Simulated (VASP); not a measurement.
# Mg (P6/mmm) in VASP: a series of runs

Mg is run at these levels: PBE; tasks: relaxation of shape and atoms at fixed volume.

Everything below comes from runs of VASP 6.6.1. Logs are shortened: lines on timing, memory, paths and dates and some standing lists are left out, and cuts for length are marked.

## Step 1: The cell of the first run

The structure is hexagonal, space group P6/mmm (No. 191). Conventional cell: a = 4.487 Å, b = 4.487 Å, c = 2.725 Å, α = 90.00°, β = 90.00°, γ = 120.00°. Within 3.6 Å of Mg (site symmetry 6/mmm) lie 14 Mg at 2.72 to 2.93 Å. Mg (site symmetry -6m2) has 11 Mg at 2.59 to 2.93 Å within 3.4 Å.

This isn't the form of Mg at room conditions, which is hcp.

## Step 2: Relaxation of shape and atoms at fixed volume, PBE

Contents of INCAR:

```
SYSTEM = Mg
  ALGO = Normal
  EDIFF = 1E-7
  EDIFFG = -0.005
  ENCUT = 600
  GGA = PE
  IBRION = 2
  ISIF = 4
  ISMEAR = -1
  LASPH = .True.
  LCHARG = .False.
  LREAL = .False.
  LWAVE = .False.
  NELM = 100
  NSW = 50
  PREC = Accurate
  SIGMA = 0.08
```

Contents of KPOINTS:

```
k-points
0
Gamma
  7 7 10
  0 0 0
```

Contents of POSCAR:

```
Mg
1.0
    4.4870755778      0.0000000000      0.0000000000
   -2.2435377889      3.8859214391      0.0000000000
    0.0000000000      0.0000000000      2.7248897691
Mg
3
Direct
    0.0000000000      0.0000000000      0.0000000000
    0.3333333333      0.6666666667      0.5000000000
    0.6666666667      0.3333333333      0.5000000000
```

Potentials or basis: VASP PAW PBE potentials, release 64 (Mg).

Command:

```console
$ cat potpaw_PBE.64/Mg/POTCAR > POTCAR
$ mpirun -np 1 vasp_std > vasp.out
```

OUTCAR:

```text
SYSTEM = Mg
   EDIFF = 1E-7
   EDIFFG = -0.005
   ENCUT = 600
   GGA = PE
   IBRION = 2
   ISIF = 4
   ISMEAR = -1
   LASPH = .True.
   LREAL = .False.
   NELM = 100
   NSW = 50
   PREC = Accurate

 ion  position               nearest neighbor table
   1  0.000  0.000  0.000-   2 2.93   3 2.93   2 2.93   3 2.93   3 2.93   3 2.93   2 2.93   2 2.93
                             3 2.93   3 2.93   2 2.93   2 2.93
   2  0.333  0.667  0.500-   3 2.59   3 2.59   3 2.59   1 2.93   1 2.93   1 2.93   1 2.93   1 2.93
                             1 2.93
   3  0.667  0.333  0.500-   2 2.59   2 2.59   2 2.59   1 2.93   1 2.93   1 2.93   1 2.93   1 2.93
                             1 2.93

  LATTYP: Found a hexagonal cell.
 ALAT       =     4.4870755778
 C/A-ratio  =     0.6072752112

  Lattice vectors:

 A1 = (   4.4870755778,   0.0000000000,   0.0000000000)
 A2 = (  -2.2435377889,   3.8859214391,   0.0000000000)
 A3 = (   0.0000000000,   0.0000000000,   2.7248897691)

Analysis of symmetry for initial positions (statically):
=====================================================================
 Subroutine PRICEL returns:
 Original cell was already a primitive cell.

 Routine SETGRP: Setting up the symmetry group for a
 hexagonal supercell.

 Subroutine GETGRP returns: Found 24 space group operations
 (whereof 24 operations were pure point group operations)
 out of a pool of 24 trial point group operations.

The static configuration has the point symmetry D_6h.

Analysis of symmetry for dynamics (positions and initial velocities):
=====================================================================
 Subroutine PRICEL returns:
 Original cell was already a primitive cell.

 Routine SETGRP: Setting up the symmetry group for a
 hexagonal supercell.

 Subroutine GETGRP returns: Found 24 space group operations
 (whereof 24 operations were pure point group operations)
 out of a pool of 24 trial point group operations.

The dynamic configuration has the point symmetry D_6h.

 Subroutine INISYM returns: Found 24 space group operations
 (whereof 24 operations are pure point group operations),
 and found     1 'primitive' translations

----------------------------------------------------------------------------------------

                                     Primitive cell

  volume of cell :      47.5123

  direct lattice vectors                    reciprocal lattice vectors
     4.487075578  0.000000000  0.000000000     0.222862304  0.128669611  0.000000000
    -2.243537789  3.885921439  0.000000000     0.000000000  0.257339222  0.000000000
     0.000000000  0.000000000  2.724889769     0.000000000  0.000000000  0.366987322

  length of vectors
     4.487075578  4.487075578  2.724889769     0.257339222  0.257339222  0.366987322

  position of ions in fractional coordinates (direct lattice)
     0.000000000  0.000000000  0.000000000
     0.333333333  0.666666667  0.500000000
     0.666666667  0.333333333  0.500000000

  ion indices of the primitive-cell ions
   primitive index   ion index
                 1           1
                 2           2
                 3           3

----------------------------------------------------------------------------------------

 KPOINTS: k-points

Automatic generation of k-mesh.
 Grid dimensions read from file:
 generate k-points for:    7    7   10

 Generating k-lattice:

  Cartesian coordinates                     Fractional coordinates (reciprocal lattice)
     0.031837472  0.018381373  0.000000000     0.142857143  0.000000000  0.000000000
     0.000000000  0.036762746  0.000000000     0.000000000  0.142857143  0.000000000
     0.000000000  0.000000000  0.036698732     0.000000000  0.000000000  0.100000000

  Length of vectors
     0.036762746  0.036762746  0.036698732

  Shift w.r.t. Gamma in fractional coordinates (k-lattice)
     0.000000000  0.000000000  0.000000000

 Subroutine IBZKPT returns following result:
 ===========================================

 Found     48 irreducible k-points:

 Following reciprocal coordinates:
            Coordinates               Weight
  0.000000  0.000000  0.000000      1.000000
  0.142857 -0.000000  0.000000      6.000000
  0.285714 -0.000000  0.000000      6.000000
  0.428571 -0.000000  0.000000      6.000000
  0.142857  0.142857  0.000000      6.000000
  0.285714  0.142857  0.000000     12.000000
[... 16 lines left out ...]
  0.428571  0.142857  0.200000     12.000000
  0.285714  0.285714  0.200000     12.000000
 [... further k-points ...]
   k-points           NKPTS =     48   k-points in BZ     NKDIM =     48   number of bands    NBANDS=      7
   number of dos      NEDOS =    301   number of ions     NIONS =      3
   total plane-waves  NPLWV =  31104
   dimension x,y,z NGX =    36 NGY =   36 NGZ =   24
   dimension x,y,z NGXF=    72 NGYF=   72 NGZF=   48
   ions per type =               3
   NGX,Y,Z   is equivalent  to a cutoff of  13.34, 13.34, 14.64 a.u.
   NGXF,Y,Z  is equivalent  to a cutoff of  26.68, 26.68, 29.28 a.u.
 SYSTEM =  Mg
   PREC   = accura    normal or accurate (medium, high low for compatibility)
   ISTART =      0    job   : 0-new  1-cont  2-samecut
   ICHARG =      2    charge: 1-file 2-atom 10-const
   ISPIN  =      1    spin polarized calculation?
   LNONCOLLINEAR =      F non collinear calculations
   LSORBIT =      F    spin-orbit coupling
   LASPH  =      T    aspherical Exc in radial PAW
   ENCUT  =  600.0 eV  44.10 Ry    6.64 a.u.   8.96  8.96  5.44*2*pi/ulx,y,z
   NELM   =    100;   NELMIN=  2; NELMDL= -5     # of ELM steps
   EDIFF  = 0.1E-06   stopping-criterion for ELM
   LREAL  =      F    real-space projection
   EDIFFG = -.5E-02   stopping-criterion for IOM
   NSW    =     50    number of steps for IOM
   IBRION =      2    ionic relax: 0-MD 1-quasi-New 2-CG
   NFREE  =      1    steps in history (QN), initial steepest desc. (CG)
   ISIF   =      4    stress and relaxation
   ISYM   =      2    0-nonsym 1-usesym 2-fastsym
   POTIM  = 0.5000    time-step for ionic-motion
   TEBEG  =    0.0;   TEEND  =   0.0 temperature during run
   PSTRESS=    0.0 pullay stress
   NELECT =       6.0000    total number of electrons
   NUPDOWN=      -1.0000    fix difference up-down
   EMIN   =  10.00;   EMAX   =-10.00  energy-range for DOS
   EFERMI =   0.00;   METHOD = LEGACY
   ISMEAR =    -1;   SIGMA  =   0.08  broadening in eV -4-tet -1-fermi 0-gaus
   EFERMI_NEDOS =   21; number of points for ismear=-14 and -15
   IALGO  =     38    algorithm
   IMIX   =      4    mixing-type and parameters
     AMIX     =   0.40;   BMIX     =  1.00
     AMIX_MAG =   1.60;   BMIX_MAG =  1.00
  volume/ion in A,a.u.               =      15.84       106.88
  Fermi-wavevector in a.u.,A,eV,Ry     =   0.821340  1.552108  9.178489  0.674600
  Thomas-Fermi vector in A             =   1.932482
   LORBIT       =      0    0 simple, 1 ext, 2 COOP (PROOUT), +10 PAW based schemes
   GGA     = PE    functional components
   LHFCALC =     F    Hartree Fock is set to
   AEXX    =    0.0000 exact exchange contribution
   IVDW    =     0    specifies the selected vdW correction
   LEPSILON=     F    determine dielectric tensor
   LRPA    =     F    only Hartree local field effects (RPA)
 conjugate gradient relaxation of ions
 non-spin polarized calculation
  energy-cutoff  :      600.00
  volume of cell :       47.51
 maximum number of plane-waves:      1607
 NGX is ok and might be reduce to    36
   NGX = 17   NGY = 17   NGZ = 11

--------------------------------------- Ionic step        1  -------------------------------------------

 number of electron       6.0000000 magnetization

 Free energy of the ion-electron system (eV)
  ---------------------------------------------------
  ext. energy  EPLUGINS =         0.00000000
  ---------------------------------------------------
  free energy    TOTEN  =        -2.95795350 eV

  energy without entropy =       -2.93592427  energy(sigma->0) =       -2.94693888

------------------------ aborting loop because EDIFF is reached ----------------------------------------

  FORCE on cell =-STRESS in cart. coord.  units (eV):
  Direction    XX          YY          ZZ          XY          YZ          ZX
  --------------------------------------------------------------------------------------
  -------------------------------------------------------------------------------------
  Total        8.5703261      8.5703261      7.7689705      0.0000000      0.0000000      0.0000000
  in kB      289.0024930    289.0024930    261.9797452      0.0000000      0.0000000      0.0000000
  external PRESSURE =     279.9949104 kB  Pullay stress =       0.0000000 kB
[... 59 lines left out ...]
  energy  without entropy=       -2.9396032138  energy(sigma->0) =       -2.95063548

--------------------------------------- Ionic step        3  -------------------------------------------

 number of electron       6.0000000 magnetization

 Free energy of the ion-electron system (eV)
  ---------------------------------------------------
  ext. energy  EPLUGINS =         0.00000000
  ---------------------------------------------------
  free energy    TOTEN  =        -2.96169625 eV

  energy without entropy =       -2.93964435  energy(sigma->0) =       -2.95067030

 E-fermi :   4.9637     XC(G=0):  -9.7240

 val. band max:        4.9491040841   @ k =   0.0000   0.0000   0.0000
 cond. band min:       4.9676093856   @ k =   0.1429  -0.0000   0.0000
 fundamental gap:      0.0185053015
 Fermi energy:         4.9637311224

 k-point     1 :       0.0000    0.0000    0.0000
  band No.  band energies     occupation
      1      -3.7765      2.00000
      2       4.9116      1.31486
      3       4.9116      1.31486
      4       4.9491      1.09117
      5       4.9491      1.09117
      6       7.1858      0.00000
      7       7.4609      0.00000
[... 221 lines left out ...]
 k-point    24 :       0.2857    0.2857    0.2000
  band No.  band energies     occupation
      1      -0.5907      2.00000
      2       0.7362      2.00000
      3       0.7490      2.00000
      4       8.3276      0.00000
      5       8.5096      0.00000
      6      10.5215      0.00000
      7      11.2910      0.00000

 [... further k-points ...]

------------------------ aborting loop because EDIFF is reached ----------------------------------------

  FORCE on cell =-STRESS in cart. coord.  units (eV):
  Direction    XX          YY          ZZ          XY          YZ          ZX
  --------------------------------------------------------------------------------------
  -------------------------------------------------------------------------------------
  Total        8.2875046      8.2875046      8.2871828      0.0000000     -0.0000000      0.0000000
  in kB      279.4653869    279.4653869    279.4545366      0.0000000     -0.0000000      0.0000000
  external PRESSURE =     279.4617701 kB  Pullay stress =       0.0000000 kB
[... 18 lines left out ...]
  FREE ENERGIE OF THE ION-ELECTRON SYSTEM (eV)
  ---------------------------------------------------
  free  energy   TOTEN  =        -2.9616962463 eV

  energy  without entropy=       -2.9396443455  energy(sigma->0) =       -2.95067030

 reached required accuracy - stopping structural energy minimisation
```

Run time: 22 s. Hardware: 1 thread of Intel Xeon Platinum 8488C (Sapphire Rapids), shared host; peak memory 0.18 GiB.

What came out:

```
Free energy               : -2.9617 eV
Energy gained by relaxing : 1.2 meV/atom
Ionic steps               : 3
Pressure after relaxing   : 27.9 GPa
Band gap on the k mesh    : zero (bands 3 and 4 overlap by 4.95 eV)
```

The path:
```csv
step,energy change (eV),largest force (eV/Å),pressure (GPa),volume (Å³)
1,0.0000,0.0000,28.00,47.51
2,-0.0037,0.0000,27.95,47.51
3,-0.0037,0.0000,27.95,47.51
```

Final structure:
```
Mg
1.0
     4.50830    0.00000    0.00000
    -2.25415    3.90430    0.00000
     0.00000    0.00000    2.69930
Mg
3
Direct
  0.00000 0.00000 0.00000
  0.33333 0.66667 0.50000
  0.66667 0.33333 0.50000
```

Levels at points of the mesh, in eV from the Fermi level:
| k point | band 1 | band 2 | band 3 | band 4 | band 5 | band 6 | band 7 |
| --- | --- | --- | --- | --- | --- | --- | --- |
| (0.00, 0.00, 0.00) | -8.74 | -0.05 | -0.05 | -0.01 | -0.01 | 2.22 | 2.50 |
| (0.00, 0.00, 0.50) | -3.76 | -3.73 | 3.98 | 3.98 | 4.31 | 4.31 | 4.72 |

## Step 3: Relaxation of shape and atoms at fixed volume, PBE

This run uses another cell than the first one, of 19.56 Å³/atom.

Contents of INCAR:

```
SYSTEM = Mg
PREC = Accurate
ENCUT = 600
EDIFF = 1E-6
ISMEAR = -1
SIGMA = 0.08
LREAL = .FALSE.
LASPH = .TRUE.
NELM = 80
ALGO = Normal
ISIF = 4
LWAVE = .FALSE.
LCHARG = .FALSE.
GGA = PE
IBRION = 2
NSW = 50
EDIFFG = -0.005
```

Contents of KPOINTS:

```
Automatic mesh
0
G
  7 7 10
  0 0 0
```

Contents of POSCAR:

```
Mg
1.0
    4.8145256972      0.0000000000      0.0000000000
   -2.4072628486      4.1695015609      0.0000000000
    0.0000000000      0.0000000000      2.9237421095
Mg
3
Direct
    0.0000000000      0.0000000000      0.0000000000
    0.3333333333      0.6666666667      0.5000000000
    0.6666666667      0.3333333333      0.5000000000
```

Potentials or basis: VASP PAW PBE potentials, release 64 (Mg).

Command:

```console
$ cat potpaw_PBE.64/Mg/POTCAR > POTCAR
$ mpirun -np 1 vasp_std > vasp.out
```

Wall time 27 s (1 thread of Intel Xeon Platinum 8488C (Sapphire Rapids), shared host); peak memory 0.19 GiB.

The run converged. Its results:

```
Free energy               : -4.1232 eV
Energy gained by relaxing : 0.3 meV/atom
Ionic steps               : 3
Pressure after relaxing   : 8.2 GPa
Band gap on the k mesh    : zero (bands 3 and 4 overlap by 4.75 eV)
```

The path:
| step | energy change (eV) | largest force (eV/Å) | pressure (GPa) | volume (Å³) |
| --- | --- | --- | --- | --- |
| 1 | 0.0000 | 0.0000 | 8.27 | 58.69 |
| 2 | -0.0008 | 0.0000 | 8.25 | 58.69 |
| 3 | -0.0009 | 0.0000 | 8.24 | 58.69 |

Final structure:
```yaml
crystal:
  lattice:
    - [4.82802, 0.00000, 0.00000]
    - [-2.41401, 4.18119, 0.00000]
    - [0.00000, 0.00000, 2.90742]
  atoms:
    - { symbol: Mg, position: [0.00000, 0.00000, 0.00000] }
    - { symbol: Mg, position: [0.33333, 0.66667, 0.50000] }
    - { symbol: Mg, position: [0.66667, 0.33333, 0.50000] }
```

Levels at points of the mesh, in eV from the Fermi level:
| k point | band 1 | band 2 | band 3 | band 4 | band 5 | band 6 |
| --- | --- | --- | --- | --- | --- | --- |
| (0.00, 0.00, 0.00) | -7.69 | 0.10 | 0.10 | 0.15 | 0.15 | 1.70 |
| (0.00, 0.00, 0.50) | -3.41 | -3.27 | 3.81 | 3.81 | 3.99 | 3.99 |

The gap in the log of VASP goes by the Fermi energy; the results here count the filled bands.